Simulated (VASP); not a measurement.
Crystal: RbH2.

```
CELL_PARAMETERS angstrom
4.58399 0.00000 0.00000
0.00000 4.58399 0.00000
0.00000 0.00000 4.77033
ATOMIC_POSITIONS crystal
Rb 0.00000 0.00000 0.00000
Rb 0.50000 0.50000 0.50000
H 0.42990 0.57010 0.00000
H 0.57010 0.42990 0.00000
H 0.92990 0.92990 0.50000
H 0.07010 0.07010 0.50000
```

* Program: VASP 6.6.1
* Task: relaxation of cell and atoms
* Functional: PBE
* Potentials or basis: VASP PAW PBE potentials, release 64 (Rb_sv, H)
* Cutoff: 600 eV
* k mesh: 4 × 4 × 4
* Occupations: gaussian, width 0.1 eV
* Spin: no spin polarisation

At the start: pressure 6.6 GPa; volume 16.71 Å³/atom.

Question: Where does the relaxation end?

Answer: Over 21 steps the energy falls by 256.8 meV/atom and the volume is 37.02 Å³/atom (+121.6 %); space group P4_2/mnm (No. 136, to 0.05 Å).

Step by step:
| step | energy change (eV) | largest force (eV/Å) | pressure (GPa) | volume (Å³) |
| --- | --- | --- | --- | --- |
| 1 | 0.0000 | 0.6239 | 6.60 | 100.24 |
| 2 | -0.6092 | 0.4013 | 4.06 | 110.42 |
| 3 | -1.0138 | 0.2739 | 2.92 | 125.13 |
| 4 | -0.7164 | 5.5842 | 3.97 | 156.93 |
| 5 | -1.0898 | 1.2248 | 3.03 | 134.26 |
| 6 | -1.0740 | 1.6977 | -0.58 | 156.74 |
| 7 | -1.2299 | 0.6020 | 1.03 | 143.96 |
| 8 | -1.3321 | 0.6452 | 0.69 | 156.28 |
| 9 | -1.5097 | 0.0906 | 0.17 | 197.36 |
| 10 | -1.5153 | 0.1885 | 0.11 | 209.35 |
| 11 | -1.5157 | 0.1305 | 0.12 | 206.96 |
| 12 | -1.5025 | 0.6862 | -0.34 | 214.67 |
| 13 | -1.5176 | 0.1009 | -0.01 | 208.93 |
| 14 | -1.5233 | 0.0626 | -0.04 | 212.69 |
| 15 | -1.5296 | 0.0637 | -0.11 | 222.64 |
| 16 | -1.5282 | 0.3913 | -0.31 | 224.12 |
| 17 | -1.5310 | 0.1330 | -0.19 | 223.27 |
| 18 | -1.5332 | 0.1161 | -0.18 | 223.16 |
| 19 | -1.5380 | 0.0625 | -0.16 | 222.78 |
| 20 | -1.5402 | 0.0591 | -0.09 | 221.70 |
| 21 | -1.5406 | 0.0172 | -0.11 | 222.12 |

Final structure:
```xyz
6
Lattice="5.7865 0.0000 0.0000 0.0000 5.7865 0.0000 0.0000 0.0000 6.6335" Properties=species:S:1:pos:R:3 pbc="T T T"
Rb    0.0000    0.0000    0.0000
Rb    2.8933    2.8933    3.3167
H     2.6241    3.1624    0.0000
H     3.1624    2.6241    0.0000
H     5.5174    5.5174    3.3167
H     0.2691    0.2691    3.3167
```

Caveat: the volume moved by over 15 % at a fixed basis, so the end points are rough.
